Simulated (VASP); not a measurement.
# Os (Pm-3m) in VASP: single point with PBEsol

Aim: the single point of Os with PBEsol.

All numbers are computed with VASP 6.6.1; they aren't measurements. Logs are shortened: lines on timing, memory, paths and dates and some standing lists are left out, and cuts for length are marked.

## (1) The cell of the first run

It takes space group Pm-3m (No. 221, cubic). The conventional cell has a = 2.451 Å, b = 2.451 Å, c = 2.451 Å, α = 90.00°, β = 90.00°, γ = 90.00°. Os (site symmetry m-3m) has 6 Os at 2.45 Å within 3.2 Å.

## (2) Single point, PBEsol

INCAR

```
SYSTEM = Os
PREC     = Accurate       ! precision mode
ENCUT    = 520            ! plane-wave cutoff, eV
EDIFF    = 1E-7           ! SCF threshold, eV
ISMEAR   = 0              ! smearing method
SIGMA    = 0.15           ! smearing width, eV
LREAL    = .False.        ! projectors in reciprocal space
LASPH    = .True.         ! aspherical terms in the spheres
NELM     = 60             ! most SCF steps
ALGO     = Fast           ! electronic algorithm
ISIF     = 2              ! what is computed and relaxed
LWAVE    = .False.        ! write WAVECAR
LCHARG   = .False.        ! write CHGCAR
GGA      = PS             ! functional
NBANDS   = 10             ! bands
```

KPOINTS

```
regular mesh
0
Gamma
  24 24 24
  0 0 0
```

POSCAR

```
Os
1.0
   -0.8168488140      1.6336976280      1.6336976280
    1.6336976280     -0.8168488140      1.6336976280
    1.6336976280      1.6336976280     -0.8168488140
Os
1
Direct
    0.0000000000      0.0000000000      0.0000000000
```

Potentials or basis: VASP PAW PBE potentials, release 64 (Os).

Started as:

```console
cat potpaw_PBE.64/Os/POTCAR > POTCAR
mpirun -np 1 vasp_std > vasp.out
```

OUTCAR:

```text
SYSTEM = Os
   PREC = Accurate
   ENCUT = 520
   EDIFF = 1E-7
   ISMEAR = 0
   LREAL = .False.
   LASPH = .True.
   NELM = 60
   ISIF = 2
   GGA = PS

 ion  position               nearest neighbor table
   1  0.000  0.000  0.000-

  LATTYP: Found a simple cubic cell.
 ALAT       =     2.4505464420

  Lattice vectors:

 A1 = (  -0.8168488140,   1.6336976280,   1.6336976280)
 A2 = (   1.6336976280,  -0.8168488140,   1.6336976280)
 A3 = (   1.6336976280,   1.6336976280,  -0.8168488140)

Analysis of symmetry for initial positions (statically):
=====================================================================
 Subroutine PRICEL returns:
 Original cell was already a primitive cell.

 Routine SETGRP: Setting up the symmetry group for a
 simple cubic supercell.

 Subroutine GETGRP returns: Found 48 space group operations
 (whereof 48 operations were pure point group operations)
 out of a pool of 48 trial point group operations.

The static configuration has the point symmetry O_h .

Analysis of symmetry for dynamics (positions and initial velocities):
=====================================================================
 Subroutine PRICEL returns:
 Original cell was already a primitive cell.

 Routine SETGRP: Setting up the symmetry group for a
 simple cubic supercell.

 Subroutine GETGRP returns: Found 48 space group operations
 (whereof 48 operations were pure point group operations)
 out of a pool of 48 trial point group operations.

The dynamic configuration has the point symmetry O_h .

 Subroutine INISYM returns: Found 48 space group operations
 (whereof 48 operations are pure point group operations),
 and found     1 'primitive' translations

----------------------------------------------------------------------------------------

                                     Primitive cell

  volume of cell :      14.7160

  direct lattice vectors                    reciprocal lattice vectors
    -0.816848814  1.633697628  1.633697628    -0.136024083  0.272048167  0.272048167
     1.633697628 -0.816848814  1.633697628     0.272048167 -0.136024083  0.272048167
     1.633697628  1.633697628 -0.816848814     0.272048167  0.272048167 -0.136024083

  length of vectors
     2.450546442  2.450546442  2.450546442     0.408072250  0.408072250  0.408072250

  position of ions in fractional coordinates (direct lattice)
     0.000000000  0.000000000  0.000000000

  ion indices of the primitive-cell ions
   primitive index   ion index
                 1           1

----------------------------------------------------------------------------------------

 KPOINTS: regular mesh

Automatic generation of k-mesh.
 Grid dimensions read from file:
 generate k-points for:   24   24   24

 Generating k-lattice:

  Cartesian coordinates                     Fractional coordinates (reciprocal lattice)
    -0.005667670  0.011335340  0.011335340     0.041666667  0.000000000  0.000000000
     0.011335340 -0.005667670  0.011335340     0.000000000  0.041666667  0.000000000
     0.011335340  0.011335340 -0.005667670     0.000000000  0.000000000  0.041666667

  Length of vectors
     0.017003010  0.017003010  0.017003010

  Shift w.r.t. Gamma in fractional coordinates (k-lattice)
     0.000000000  0.000000000  0.000000000

 Subroutine IBZKPT returns following result:
 ===========================================

 Found    455 irreducible k-points:

 Following reciprocal coordinates:
            Coordinates               Weight
  0.000000  0.000000  0.000000      1.000000
  0.041667  0.000000  0.000000      6.000000
  0.083333  0.000000  0.000000      6.000000
  0.125000  0.000000  0.000000      6.000000
  0.166667  0.000000  0.000000      6.000000
  0.208333  0.000000  0.000000      6.000000
[... 16 lines left out ...]
  0.416667  0.041667 -0.000000     24.000000
  0.458333  0.041667 -0.000000     24.000000
 [... further k-points ...]
   k-points           NKPTS =    455   k-points in BZ     NKDIM =    455   number of bands    NBANDS=     10
   number of dos      NEDOS =    301   number of ions     NIONS =      1
   total plane-waves  NPLWV =   5832
   dimension x,y,z NGX =    18 NGY =   18 NGZ =   18
   dimension x,y,z NGXF=    36 NGYF=   36 NGZF=   36
   ions per type =               1
   NGX,Y,Z   is equivalent  to a cutoff of  12.21, 12.21, 12.21 a.u.
   NGXF,Y,Z  is equivalent  to a cutoff of  24.42, 24.42, 24.42 a.u.
 SYSTEM =  Os
   PREC   = accura    normal or accurate (medium, high low for compatibility)
   ISTART =      0    job   : 0-new  1-cont  2-samecut
   ICHARG =      2    charge: 1-file 2-atom 10-const
   ISPIN  =      1    spin polarized calculation?
   LNONCOLLINEAR =      F non collinear calculations
   LSORBIT =      F    spin-orbit coupling
   LASPH  =      T    aspherical Exc in radial PAW
   ENCUT  =  520.0 eV  38.22 Ry    6.18 a.u.   4.56  4.56  4.56*2*pi/ulx,y,z
   NELM   =     60;   NELMIN=  2; NELMDL= -5     # of ELM steps
   EDIFF  = 0.1E-06   stopping-criterion for ELM
   LREAL  =      F    real-space projection
   EDIFFG = 0.1E-05   stopping-criterion for IOM
   NSW    =      0    number of steps for IOM
   IBRION =     -1    ionic relax: 0-MD 1-quasi-New 2-CG
   NFREE  =      0    steps in history (QN), initial steepest desc. (CG)
   ISIF   =      2    stress and relaxation
   ISYM   =      2    0-nonsym 1-usesym 2-fastsym
   POTIM  = 0.5000    time-step for ionic-motion
   TEBEG  =    0.0;   TEEND  =   0.0 temperature during run
   PSTRESS=    0.0 pullay stress
   NELECT =       8.0000    total number of electrons
   NUPDOWN=      -1.0000    fix difference up-down
   EMIN   =  10.00;   EMAX   =-10.00  energy-range for DOS
   EFERMI =   0.00;   METHOD = LEGACY
   ISMEAR =     0;   SIGMA  =   0.15  broadening in eV -4-tet -1-fermi 0-gaus
   EFERMI_NEDOS =   21; number of points for ismear=-14 and -15
   IALGO  =     68    algorithm
   IMIX   =      4    mixing-type and parameters
     AMIX     =   0.40;   BMIX     =  1.00
     AMIX_MAG =   1.60;   BMIX_MAG =  1.00
  volume/ion in A,a.u.               =      14.72        99.31
  Fermi-wavevector in a.u.,A,eV,Ry     =   1.336109  2.524880 24.288947  1.785187
  Thomas-Fermi vector in A             =   2.464761
   LORBIT       =      0    0 simple, 1 ext, 2 COOP (PROOUT), +10 PAW based schemes
   GGA     = PS    functional components
   LHFCALC =     F    Hartree Fock is set to
   AEXX    =    0.0000 exact exchange contribution
   IVDW    =     0    specifies the selected vdW correction
   LEPSILON=     F    determine dielectric tensor
   LRPA    =     F    only Hartree local field effects (RPA)
 non-spin polarized calculation
 RMM-DIIS sequential band-by-band and
 Gauss-broadening in eV      SIGMA  =   0.15
  energy-cutoff  :      520.00
  volume of cell :       14.72
 maximum number of plane-waves:       432
   NGX =  9   NGY =  9   NGZ =  9

 number of electron       7.9999999 magnetization

 Free energy of the ion-electron system (eV)
  ---------------------------------------------------
  ext. energy  EPLUGINS =         0.00000000
  ---------------------------------------------------
  free energy    TOTEN  =       -10.47592751 eV

  energy without entropy =      -10.46186339  energy(sigma->0) =      -10.46889545

 E-fermi :   8.8045     XC(G=0): -13.6984

 val. band max:        8.7999698057   @ k =   0.3333   0.1667   0.0417
 cond. band min:       8.8072027631   @ k =   0.2917   0.0417   0.0000
 fundamental gap:      0.0072329574
 Fermi energy:         8.8045101209

 k-point     1 :       0.0000    0.0000    0.0000
  band No.  band energies     occupation
      1      -1.7943      2.00000
      2       1.7346      2.00000
      3       1.7346      2.00000
      4      11.5921      0.00000
      5      11.5921      0.00000
      6      11.5921      0.00000
      7      25.2064      0.00000
      8      25.2064      0.00000
      9      25.2064      0.00000
     10      31.8984      0.00000

 k-point     2 :       0.0417    0.0000    0.0000
  band No.  band energies     occupation
      1      -1.7288      2.00000
      2       1.7502      2.00000
      3       1.8057      2.00000
      4      11.4955      0.00000
      5      11.4955      0.00000
      6      11.5990      0.00000
      7      24.8040      0.00000
      8      25.3433      0.00000
      9      25.3433      0.00000
     10      32.2147      0.00000

 k-point     3 :       0.0833    0.0000    0.0000
  band No.  band energies     occupation
      1      -1.5397      2.00000
      2       1.7959      2.00000
      3       2.0209      2.00000
      4      11.2222      0.00000
      5      11.2222      0.00000
      6      11.6195      0.00000
      7      23.8290      0.00000
      8      25.7356      0.00000
      9      25.7356      0.00000
     10      32.8403      0.00000

 k-point     4 :       0.1250    0.0000    0.0000
  band No.  band energies     occupation
      1      -1.2471      2.00000
      2       1.8695      2.00000
      3       2.3836      2.00000
      4      10.8142      0.00000
      5      10.8142      0.00000
      6      11.6522      0.00000
      7      22.6231      0.00000
      8      26.3358      0.00000
      9      26.3358      0.00000
     10      31.6286      0.00000
[... 222 lines left out ...]
 k-point    22 :       0.3750    0.0417   -0.0000
  band No.  band energies     occupation
      1       1.2387      2.00000
      2       2.6410      2.00000
      3       6.2712      2.00000
      4       8.0449      2.00000
      5       8.1649      2.00000
      6      11.8683      0.00000
      7      17.3941      0.00000
      8      25.5496      0.00000
      9      30.3890      0.00000
     10      31.4577      0.00000

 k-point    23 :       0.4167    0.0417   -0.0000
  band No.  band energies     occupation
      1       1.5358      2.00000
      2       2.7293      2.00000
      3       6.5135      2.00000
      4       7.7925      2.00000
      5       8.1401      2.00000
      6      11.9038      0.00000
      7      17.2500      0.00000
      8      25.0797      0.00000
      9      30.4919      0.00000
     10      32.0824      0.00000

 k-point    24 :       0.4583    0.0417   -0.0000
  band No.  band energies     occupation
      1       1.7322      2.00000
      2       2.7860      2.00000
      3       6.5684      2.00000
      4       7.6380      2.00000
      5       8.2004      2.00000
      6      11.9262      0.00000
      7      17.2533      0.00000
      8      24.7930      0.00000
      9      30.1106      0.00000
     10      32.0560      0.00000

 [... further k-points ...]
[... 5 lines left out ...]
  --------------------------------------------------------------------------------------
  -------------------------------------------------------------------------------------
  Total        3.3733778      3.3733778      3.3733778     -0.0000000      0.0000000      0.0000000
  in kB      367.2710999    367.2710999    367.2710999     -0.0000000      0.0000000      0.0000000
  external PRESSURE =     367.2710999 kB  Pullay stress =       0.0000000 kB

 VOLUME and BASIS-vectors are now :
 -----------------------------------------------------------------------------
  energy-cutoff  :      520.00
  volume of cell :       14.72
      direct lattice vectors                 reciprocal lattice vectors
    -0.816848814  1.633697628  1.633697628    -0.136024083  0.272048167  0.272048167
     1.633697628 -0.816848814  1.633697628     0.272048167 -0.136024083  0.272048167
     1.633697628  1.633697628 -0.816848814     0.272048167  0.272048167 -0.136024083

 POSITION                                       TOTAL-FORCE (eV/Angst)
 -----------------------------------------------------------------------------------
      0.00000      0.00000      0.00000        -0.000000     -0.000000      0.000000
 -----------------------------------------------------------------------------------
    total drift:                                0.000000      0.000000      0.000000

  FREE ENERGIE OF THE ION-ELECTRON SYSTEM (eV)
  ---------------------------------------------------
  free  energy   TOTEN  =       -10.4759275111 eV

  energy  without entropy=      -10.4618633877  energy(sigma->0) =      -10.46889545
```

Run time: 19 s. Hardware: 1 thread of Intel Xeon 6975P-C (Granite Rapids), shared host; peak memory 0.18 GiB.

What came out:

- Free energy: -10.4759 eV
- Pressure: 36.7 GPa
- Band gap on the k mesh: zero (band 4 reaches 14.81 eV, above the bottom of band 5 at 7.41 eV)

Levels at points of the mesh, in eV from the Fermi level:
```
           k point  band 2  band 3  band 4  band 5  band 6  band 7
(0.00, 0.00, 0.00)   -7.07   -7.07    2.79    2.79    2.79   16.40
(0.50, 0.00, 0.00)   -6.06   -1.55   -1.23   -1.23    3.21    8.47
(0.50, 0.50, 0.00)   -5.23   -0.44   -0.44    4.82    4.82    5.71
(0.50, 0.50, 0.50)   -6.35   -6.35    6.00    6.00    7.89   12.63
```

Caveat: the PAW data sets were made with another functional, which shifts forces and pressure a little; spin-orbit coupling is left out, which moves the levels of the heavy elements.
